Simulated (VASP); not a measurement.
# WSe2 in VASP: single point with PBE+D3(BJ)

Aim: the single point of WSe2 with PBE+D3(BJ).

Everything below comes from runs of VASP 6.6.1. Logs are shortened: lines on timing, memory, paths and dates and some standing lists are left out, and cuts for length are marked.

## 1. The cell of the first run

The cell holds a slab with vacuum, 6 atoms: a = 3.285 Å, b = 3.285 Å, c = 24.239 Å, α = 90.00°, β = 90.00°, γ = 120.00°.

## 2. Single point, PBE+D3(BJ)

File INCAR:

```
PREC     = Accurate       # precision mode
ENCUT    = 520            # plane-wave cutoff, eV
EDIFF    = 1E-7           # SCF threshold, eV
ISMEAR   = 0              # smearing method
SIGMA    = 0.05           # smearing width, eV
LREAL    = F              # projectors in reciprocal space
LASPH    = T              # aspherical terms in the spheres
NELM     = 80             # most SCF steps
ALGO     = Normal         # electronic algorithm
ISIF     = 2              # what is computed and relaxed
LWAVE    = F              # write WAVECAR
LCHARG   = F              # write CHGCAR
LDIPOL   = T            
IDIPOL   = 3            
DIPOL    = 0.5 0.5 0.387
GGA      = PE             # functional
IVDW     = 12             # dispersion correction
NBANDS   = 35             # bands
```

File KPOINTS:

```
Automatic mesh
0
Gamma
  9 9 1
```

File POSCAR:

```
WSe2
1.0
    3.2854926209      0.0000000000      0.0000000000
   -1.6427463104      2.8453200736      0.0000000000
    0.0000000000      0.0000000000     24.2386466044
Se W
4 2
Direct
    0.3333333333      0.6666666667      0.1856539300
    0.3333333333      0.6666666667      0.3245416279
    0.6666666667      1.3333333333      0.4496927335
    0.6666666667      1.3333333333      0.5885464853
    0.6666666667      0.3333333333      0.2551147893
    1.0000000000      1.0000000000      0.5190497362
```

Potentials or basis: VASP PAW PBE potentials, release 64 (Se, W_sv).

Run with:

```sh
$ cat potpaw_PBE.64/Se/POTCAR potpaw_PBE.64/W_sv/POTCAR > POTCAR
$ mpirun -np 1 vasp_std > vasp.out
```

OUTCAR:

```text
PREC = Accurate
   ENCUT = 520
   EDIFF = 1E-7
   ISMEAR = 0
   LREAL = F
   LASPH = T
   NELM = 80
   ISIF = 2
   GGA = PE
   IVDW = 12
 IVDW          = 12

 ion  position               nearest neighbor table
   1  0.333  0.667  0.186-   5 2.54   5 2.54   5 2.54
   2  0.333  0.667  0.325-   5 2.54   5 2.54   5 2.54
   3  0.667  0.333  0.450-   6 2.53   6 2.53   6 2.53
   4  0.667  0.333  0.589-   6 2.54   6 2.54   6 2.54
   5  0.667  0.333  0.255-   2 2.54   2 2.54   2 2.54   1 2.54   1 2.54   1 2.54
   6  0.000  0.000  0.519-   3 2.53   3 2.53   3 2.53   4 2.54   4 2.54   4 2.54

  LATTYP: Found a hexagonal cell.
 ALAT       =     3.2854926209
 C/A-ratio  =     7.3774771096

  Lattice vectors:

 A1 = (   3.2854926209,   0.0000000000,   0.0000000000)
 A2 = (  -1.6427463104,   2.8453200736,   0.0000000000)
 A3 = (   0.0000000000,   0.0000000000,  24.2386466044)

Analysis of symmetry for initial positions (statically):
=====================================================================
 Subroutine PRICEL returns:
 Original cell was already a primitive cell.

 Routine SETGRP: Setting up the symmetry group for a
 hexagonal supercell.

 Subroutine GETGRP returns: Found  6 space group operations
 (whereof  6 operations were pure point group operations)
 out of a pool of 24 trial point group operations.

The static configuration has the point symmetry C_3v.

Analysis of symmetry for dynamics (positions and initial velocities):
=====================================================================
 Subroutine PRICEL returns:
 Original cell was already a primitive cell.

 Routine SETGRP: Setting up the symmetry group for a
 hexagonal supercell.

 Subroutine GETGRP returns: Found  6 space group operations
 (whereof  6 operations were pure point group operations)
 out of a pool of 24 trial point group operations.

The dynamic configuration has the point symmetry C_3v.

 Subroutine INISYM returns: Found  6 space group operations
 (whereof  6 operations are pure point group operations),
 and found     1 'primitive' translations

----------------------------------------------------------------------------------------

                                     Primitive cell

  volume of cell :     226.5896

  direct lattice vectors                    reciprocal lattice vectors
     3.285492621  0.000000000  0.000000000     0.304368360  0.175727154  0.000000000
    -1.642746310  2.845320074  0.000000000     0.000000000  0.351454309  0.000000000
     0.000000000  0.000000000 24.238646604     0.000000000  0.000000000  0.041256429

  length of vectors
     3.285492621  3.285492621 24.238646604     0.351454309  0.351454309  0.041256429

  position of ions in fractional coordinates (direct lattice)
     0.333333333  0.666666667  0.185653930
     0.333333333  0.666666667  0.324541628
     0.666666667  0.333333333  0.449692734
     0.666666667  0.333333333  0.588546485
     0.666666667  0.333333333  0.255114789
     0.000000000  0.000000000  0.519049736

  ion indices of the primitive-cell ions
   primitive index   ion index
                 1           1
                 2           2
                 3           3
                 4           4
                 5           5
                 6           6

----------------------------------------------------------------------------------------

 KPOINTS: Automatic mesh

Automatic generation of k-mesh.
 Grid dimensions read from file:
 generate k-points for:    9    9    1

 Generating k-lattice:

  Cartesian coordinates                     Fractional coordinates (reciprocal lattice)
     0.033818707  0.019525239  0.000000000     0.111111111  0.000000000  0.000000000
     0.000000000  0.039050479  0.000000000     0.000000000  0.111111111  0.000000000
     0.000000000  0.000000000  0.041256429     0.000000000  0.000000000  1.000000000

  Length of vectors
     0.039050479  0.039050479  0.041256429

  Shift w.r.t. Gamma in fractional coordinates (k-lattice)
     0.000000000  0.000000000  0.000000000

 Subroutine IBZKPT returns following result:
 ===========================================

 Found     12 irreducible k-points:

 Following reciprocal coordinates:
            Coordinates               Weight
  0.000000  0.000000  0.000000      1.000000
  0.111111  0.000000  0.000000      6.000000
  0.222222  0.000000  0.000000      6.000000
  0.333333  0.000000  0.000000      6.000000
  0.444444  0.000000  0.000000      6.000000
  0.111111  0.111111  0.000000      6.000000
  0.222222  0.111111  0.000000     12.000000
  0.333333  0.111111  0.000000     12.000000
  0.444444  0.111111  0.000000      6.000000
  0.222222  0.222222  0.000000      6.000000
  0.333333  0.222222  0.000000     12.000000
  0.333333  0.333333  0.000000      2.000000
   k-points           NKPTS =     12   k-points in BZ     NKDIM =     12   number of bands    NBANDS=     35
   number of dos      NEDOS =    301   number of ions     NIONS =      6
   total plane-waves  NPLWV = 103680
   dimension x,y,z NGX =    24 NGY =   24 NGZ =  180
   dimension x,y,z NGXF=    48 NGYF=   48 NGZF=  360
   ions per type =               4   2
   NGX,Y,Z   is equivalent  to a cutoff of  12.14, 12.14, 12.35 a.u.
   NGXF,Y,Z  is equivalent  to a cutoff of  24.29, 24.29, 24.69 a.u.
 SYSTEM =  unknown system
   PREC   = accura    normal or accurate (medium, high low for compatibility)
   ISTART =      0    job   : 0-new  1-cont  2-samecut
   ICHARG =      2    charge: 1-file 2-atom 10-const
   ISPIN  =      1    spin polarized calculation?
   LNONCOLLINEAR =      F non collinear calculations
   LSORBIT =      F    spin-orbit coupling
   LASPH  =      T    aspherical Exc in radial PAW
   ENCUT  =  520.0 eV  38.22 Ry    6.18 a.u.   6.11  6.11 45.07*2*pi/ulx,y,z
   NELM   =     80;   NELMIN=  2; NELMDL= -5     # of ELM steps
   EDIFF  = 0.1E-06   stopping-criterion for ELM
   LREAL  =      F    real-space projection
   EDIFFG = 0.1E-05   stopping-criterion for IOM
   NSW    =      0    number of steps for IOM
   IBRION =     -1    ionic relax: 0-MD 1-quasi-New 2-CG
   NFREE  =      0    steps in history (QN), initial steepest desc. (CG)
   ISIF   =      2    stress and relaxation
   ISYM   =      2    0-nonsym 1-usesym 2-fastsym
   POTIM  = 0.5000    time-step for ionic-motion
   TEBEG  =    0.0;   TEEND  =   0.0 temperature during run
   PSTRESS=    0.0 pullay stress
   NELECT =      52.0000    total number of electrons
   NUPDOWN=      -1.0000    fix difference up-down
   EMIN   =  10.00;   EMAX   =-10.00  energy-range for DOS
   EFERMI =   0.00;   METHOD = LEGACY
   ISMEAR =     0;   SIGMA  =   0.05  broadening in eV -4-tet -1-fermi 0-gaus
   EFERMI_NEDOS =   21; number of points for ismear=-14 and -15
   IALGO  =     38    algorithm
   IMIX   =      4    mixing-type and parameters
     AMIX     =   0.40;   BMIX     =  1.00
     AMIX_MAG =   1.60;   BMIX_MAG =  1.00
  volume/ion in A,a.u.               =      37.76       254.85
  Fermi-wavevector in a.u.,A,eV,Ry     =   1.002296  1.894065 13.668373  1.004597
  Thomas-Fermi vector in A             =   2.134774
   LORBIT       =      0    0 simple, 1 ext, 2 COOP (PROOUT), +10 PAW based schemes
   GGA     = PE    functional components
   LHFCALC =     F    Hartree Fock is set to
   AEXX    =    0.0000 exact exchange contribution
   IVDW    =    12    specifies the selected vdW correction
   LEPSILON=     F    determine dielectric tensor
   LRPA    =     F    only Hartree local field effects (RPA)
 non-spin polarized calculation
 Gauss-broadening in eV      SIGMA  =   0.05
  energy-cutoff  :      520.00
  volume of cell :      226.59
 maximum number of plane-waves:      6144
   NGX = 13   NGY = 13   NGZ = 91

 dipolmoment           0.000000      0.000000     -0.000001 electrons x Angstroem

 number of electron      51.9999988 magnetization

 dipolmoment           0.000000      0.000000      0.003608 electrons x Angstroem

 Free energy of the ion-electron system (eV)
  ---------------------------------------------------
  ext. energy  EPLUGINS =         0.00000000
  ---------------------------------------------------
  free energy    TOTEN  =       -43.15154280 eV

  energy without entropy =      -43.15154280  energy(sigma->0) =      -43.15154280

 E-fermi :   1.3349     XC(G=0):  -6.1918

 val. band max:        1.0232232679   @ k =   0.0000   0.0000   0.0000
 cond. band min:       2.4061509608   @ k =   0.2222   0.1111   0.0000
 fundamental gap:      1.3829276929
 Fermi energy:         1.3348548034

 k-point     1 :       0.0000    0.0000    0.0000
  band No.  band energies     occupation
      1     -73.2102      2.00000
      2     -73.1439      2.00000
      3     -37.4582      2.00000
      4     -37.3911      2.00000
      5     -37.3227      2.00000
      6     -37.3227      2.00000
[... 27 lines left out ...]
     34       4.0580      0.00000
     35       5.2124      0.00000

 k-point     2 :       0.1111    0.0000    0.0000
  band No.  band energies     occupation
      1     -73.2090      2.00000
      2     -73.1427      2.00000
      3     -37.4529      2.00000
      4     -37.3858      2.00000
      5     -37.3505      2.00000
      6     -37.3292      2.00000
[... 27 lines left out ...]
     34       4.2072      0.00000
     35       5.6167      0.00000

 k-point     3 :       0.2222    0.0000    0.0000
  band No.  band energies     occupation
      1     -73.2059      2.00000
      2     -73.1396      2.00000
      3     -37.4395      2.00000
      4     -37.4203      2.00000
      5     -37.3724      2.00000
      6     -37.3550      2.00000
[... 27 lines left out ...]
     34       4.7908      0.00000
     35       6.2815      0.00000
[... 267 lines left out ...]
 k-point    11 :       0.3333    0.2222    0.0000
  band No.  band energies     occupation
      1     -73.1990      2.00000
      2     -73.1328      2.00000
      3     -37.5214      2.00000
      4     -37.4560      2.00000
      5     -37.4329      2.00000
      6     -37.4099      2.00000
[... 27 lines left out ...]
     34       5.5747      0.00000
     35       6.3334      0.00000

 k-point    12 :       0.3333    0.3333    0.0000
  band No.  band energies     occupation
      1     -73.1984      2.00000
      2     -73.1322      2.00000
      3     -37.4974      2.00000
      4     -37.4739      2.00000
      5     -37.4321      2.00000
      6     -37.4085      2.00000
[... 27 lines left out ...]
     34       5.8177      0.00000
     35       6.4173      0.00000

------------------------ aborting loop because EDIFF is reached ----------------------------------------

 vacuum level on the upper side and lower side of the slab       (xc-potential included)        -0.087        -0.158

 Edisp (eV)   -2.42103

 E8    (eV) :    -1.1131

  FORCE on cell =-STRESS in cart. coord.  units (eV):
  Direction    XX          YY          ZZ          XY          YZ          ZX
  --------------------------------------------------------------------------------------
  -------------------------------------------------------------------------------------
  Total       0.15204     0.15204     0.28365     0.00000     0.00000     0.00000
  in kB       1.07504     1.07504     2.00561     0.00000     0.00000     0.00000
  external pressure =        1.39 kB  Pullay stress =        0.00 kB

 VOLUME and BASIS-vectors are now :
 -----------------------------------------------------------------------------
  energy-cutoff  :      520.00
  volume of cell :      226.59
      direct lattice vectors                 reciprocal lattice vectors
     3.285492621  0.000000000  0.000000000     0.304368360  0.175727154  0.000000000
    -1.642746310  2.845320074  0.000000000     0.000000000  0.351454309  0.000000000
     0.000000000  0.000000000 24.238646604     0.000000000  0.000000000  0.041256429

 POSITION                                       TOTAL-FORCE (eV/Angst)
 -----------------------------------------------------------------------------------
     -0.00000      1.89688      4.50000        -0.000000      0.000000     -0.047941
     -0.00000      1.89688      7.86645         0.000000      0.000000      0.048220
      1.64275      0.94844     10.89994        -0.000000      0.000000     -0.047820
      1.64275      0.94844     14.26557         0.000000      0.000000      0.048180
      1.64275      0.94844      6.18364        -0.000000     -0.000000     -0.001383
      0.00000      0.00000     12.58106         0.000000      0.000000      0.000744
 -----------------------------------------------------------------------------------
    total drift:                               -0.000001      0.000000     -0.000496

  FREE ENERGIE OF THE ION-ELECTRON SYSTEM (eV)
  ---------------------------------------------------
  free  energy   TOTEN  =       -45.5725727933 eV

  energy  without entropy=      -45.5725727933  energy(sigma->0) =      -45.57257279

 vacuum level on the upper side and lower side of the slab         5.883         5.810
```

Wall time 62 s (1 thread of Intel Xeon 6975P-C (Granite Rapids), shared host); peak memory 0.35 GiB.

What came out:

```yaml
Free_energy: -45.5726 eV
Largest_force: 0.048 eV/Å
Band_gap_on_the_k_mesh: 1.38 eV, indirect (least direct gap 1.59 eV)
Dispersion_energy_per_atom: -0.404 eV
```

Forces on the atoms (eV/Å):
```
Se   0.000  0.000 -0.048
Se   0.000  0.000  0.048
Se   0.000  0.000 -0.048
Se   0.000  0.000  0.048
W    0.000  0.000 -0.001
W    0.000  0.000  0.001
```

Caveat: spin-orbit coupling is left out, which moves the levels of the heavy elements.
